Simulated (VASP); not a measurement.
Input of a VASP 6.6.1 run:

Contents of INCAR:

```
ALGO = Normal ; EDIFF = 1E-6
ENCUT = 520 ; GGA = PE
ISIF = 2 ; ISMEAR = 0
ISPIN = 2 ; LASPH = True
LCHARG = False ; LMAXMIX = 4
LORBIT = 11 ; LREAL = False
LWAVE = False ; MAGMOM = 1 0 0 0 0 0
NBANDS = 35 ; NELM = 150
PREC = Accurate ; SIGMA = 0.1
```

The input KPOINTS:

```
k-points
0
Gamma
  8 8 8
```

The input POSCAR:

```
Hf2ZrC3
1.0
   -1.6514218620      1.6514218620      7.0079652137
    1.6514218620     -1.6514218620      7.0079652137
    1.6514218620      1.6514218620     -7.0079652137
Zr Hf C
1 2 3
Direct
    0.0000000000      0.0000000000      0.0000000000
    0.6669833738      0.6669833738      0.0000000000
    0.3330166262      0.3330166262      0.0000000000
    0.8323582747      0.8323582747      0.0000000000
    0.1676417253      0.1676417253      0.0000000000
    0.5000000000      0.5000000000      0.0000000000
```

Potentials or basis: VASP PAW PBE potentials, release 64 (Zr_sv, Hf_pv, C).

Command:

```console
$ cat potpaw_PBE.64/Zr_sv/POTCAR potpaw_PBE.64/Hf_pv/POTCAR potpaw_PBE.64/C/POTCAR > POTCAR
$ mpirun -np 1 vasp_std > vasp.out
```

(1) Estimate the band gap on the k mesh.

(2) Estimate the net moment.

(3) Predict the pressure.

(4) What does it give for the largest force?

Results:

(1) zero (filled and empty bands overlap).

(2) 0.00 μB per cell.

(3) -0.5 GPa.

(4) 0.037 eV/Å.

Caveat: spin-orbit coupling is left out, which moves the levels of the heavy elements.
